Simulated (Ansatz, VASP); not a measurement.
## TePtSe3 in VASP and in Ansatz

```
CELL_PARAMETERS angstrom
5.02281 0.00000 0.00000
0.00000 5.02281 0.00000
0.00000 0.00000 6.35848
ATOMIC_POSITIONS crystal
Te 0.00000 0.00000 0.89511
Pt 0.50000 0.50000 0.13773
Se 0.00000 0.00000 0.51798
Se 0.00000 0.50000 0.10351
Se 0.50000 0.00000 0.10351
```

Alike in both runs: task relaxation of cell and atoms; functional PBE; k mesh 8 × 8 × 6; occupations gaussian, width 0.1 eV; no spin polarisation.

|  | VASP | Ansatz |
| --- | --- | --- |
| version | VASP 6.6.1 | Ansatz 0.2.0 |
| potentials or method | VASP PAW PBE potentials, release 64 (Te, Pt, Se), cutoff 600 eV | scalar-relativistic, plane waves, PAW |
| valence electrons in the cell | 34 | 82 |

Ansatz gave:

```
gap on the k mesh at the Fermi level, each at its own relaxed structure (eV) : none
relaxed volume (Å³/atom)                                                     : 32.37
relaxed cell length with the largest relative difference (Å)                 : 6.600
```

Task: What did VASP give for the same quantities?

Result: gap on the k mesh at the Fermi level, each at its own relaxed structure (eV): none; relaxed volume (Å³/atom): 32.34; relaxed cell length with the largest relative difference (Å): 6.590.

A gap of «none» marks a metal or a gap that the smearing closes. VASP's potentials hold 34 valence electrons a cell and Ansatz's 82, so a difference there can come from the potentials and not from the codes.

Neither program's run includes spin-orbit coupling.
